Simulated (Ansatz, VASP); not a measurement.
## SnSe in VASP and in Ansatz

```
Sn Se
1.0
     0.00000    3.36398    3.36398
     3.36398    0.00000    3.36398
     3.36398    3.36398    0.00000
Sn Se
1 1
Direct
  0.00000 0.00000 0.00000
  0.25000 0.25000 0.25000
```

Alike in both runs: task single point; functional PBE; k mesh 6 × 6 × 6; occupations fermi-dirac, width 0.02 eV; non-collinear spin, spin-orbit coupling.

|  | VASP | Ansatz |
| --- | --- | --- |
| version | VASP 6.6.1 | Ansatz 0.2.0 |
| potentials or method | VASP PAW PBE potentials, release 64 (Sn_d, Se) | plane waves, PAW |
| plane-wave cutoff (eV) | 520 | 420 |
| valence electrons in the cell | 20 | 30 |

|  | VASP | Ansatz | Ansatz less VASP |
| --- | --- | --- | --- |
| pressure (GPa) | 0.7 | 0.7 | -0.01 |
| net moment per atom (μB) | 0.00 | 0.00 | 0.000 |

With one functional, cell and mesh, what is left measures potentials, basis and numerics. VASP's potentials hold 20 valence electrons a cell and Ansatz's 30, so a difference there can come from the potentials and not from the codes.
